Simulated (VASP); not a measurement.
# KBr: single point with HSE06

KBr:

```
K Br
1.0
     0.00000    3.30244    3.30244
     3.30244    0.00000    3.30244
     3.30244    3.30244    0.00000
K Br
1 1
Direct
  0.00000 0.00000 0.00000
  0.50000 0.50000 0.50000
```

* Program: VASP 6.6.1
* Task: single point
* Functional: HSE06
* Potentials or basis: VASP PAW PBE potentials, release 64 (K_sv, Br)
* Cutoff: 520 eV
* k mesh: 4 × 4 × 4
* Occupations: gaussian, width 0.01 eV
* Spin: no spin polarisation
* Dipole correction: no
* Grid for exact exchange (PRECFOCK): Normal
* Further INCAR settings: ALGO = Normal; EDIFF = 1e-06; NBANDS = 15
* Share of exact exchange: 0.25
* Screening parameter: 0.2079 1/Å

```yaml
Pressure: 0.4 GPa
Band_gap_on_the_k_mesh: 5.59 eV
```

Levels at points of the mesh, in eV from the valence-band top:
```csv
k point,band 4,band 5,band 6,band 7,band 8,band 9,band 10,band 11,band 12,band 13
"(0.00, 0.00, 0.00)",-12.09,-12.09,0.00,0.00,0.00,5.59,8.97,8.97,8.97,9.92
"(0.50, 0.00, 0.00)",-12.10,-11.84,-1.23,-0.34,-0.34,7.74,9.58,11.37,11.37,11.38
"(0.50, 0.50, 0.00)",-12.13,-12.13,-0.86,-0.31,-0.31,7.07,8.48,10.77,10.97,11.30
```

Wall time 8.5 min on 1 thread of AMD EPYC 7R43 64-Core Processor (Zen 3) (shared host), peak memory 0.28 GiB.

Caveat: the PAW data sets were made with another functional, which shifts forces and pressure a little.
